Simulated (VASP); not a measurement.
Wanted: the native input for a VASP 6.6.1 run.

| Quantity | Value |
| --- | --- |
| Task | relaxation of cell and atoms |
| Functional | PBE |
| Potentials or basis | VASP PAW PBE potentials, release 64 (Cu) |
| Cutoff | 600 eV |
| k mesh | 20 × 20 × 20 |
| Occupations | gaussian, width 0.1 eV |
| Spin | no spin polarisation |
| Dipole correction | no |
| Further INCAR settings | ALGO = Normal; EDIFF = 1e-06; IBRION = 2; EDIFFG = -0.005; NSW = 100; ISIF = 3 |

The structure of Cu lies in POSCAR:

```
Cu
1.0
    0.0000000000      1.8075000000      1.8075000000
    1.8075000000      0.0000000000      1.8075000000
    1.8075000000      1.8075000000      0.0000000000
Cu
1
Direct
    0.0000000000      0.0000000000      0.0000000000
```

The input as run:

INCAR

```
SYSTEM = Cu
ALGO     = Normal         ! electronic algorithm
EDIFF    = 1E-6           ! SCF threshold, eV
EDIFFG   = -0.005         ! ionic threshold
ENCUT    = 600            ! plane-wave cutoff, eV
GGA      = PE             ! functional
IBRION   = 2              ! ionic algorithm
ISIF     = 3              ! what is computed and relaxed
ISMEAR   = 0              ! smearing method
LASPH    = .True.         ! aspherical terms in the spheres
LCHARG   = .False.        ! write CHGCAR
LREAL    = .False.        ! projectors in reciprocal space
LWAVE    = .False.        ! write WAVECAR
NELM     = 60             ! most SCF steps
NSW      = 100            ! ionic steps
PREC     = Accurate       ! precision mode
SIGMA    = 0.1            ! smearing width, eV
```

KPOINTS

```
k-points
0
Gamma
  20 20 20
  0 0 0
```

Potentials or basis: VASP PAW PBE potentials, release 64 (Cu).

Command:

```sh
$ cat potpaw_PBE.64/Cu/POTCAR > POTCAR
$ mpirun -np 1 vasp_std > vasp.out
```

It gave:

| Property | Result |
| --- | --- |
| Relaxed volume | 12.01 Å³/atom |
| Relaxed cell | a = 2.570 Å, b = 2.570 Å, c = 2.570 Å, α = 60.00°, β = 60.00°, γ = 60.00° |
| Space group after relaxing (to 0.05 Å) | Fm-3m (No. 225) |
| Energy gained by relaxing | 1.4 meV/atom |
| Ionic steps | 3 |
| Pressure after relaxing | 0.0 GPa |

Run time: 43 s on 1 thread of Intel(R) Xeon(R) Platinum 8259CL CPU @ 2.50GHz (Skylake/Cascade Lake) (shared host), peak memory 0.15 GiB.
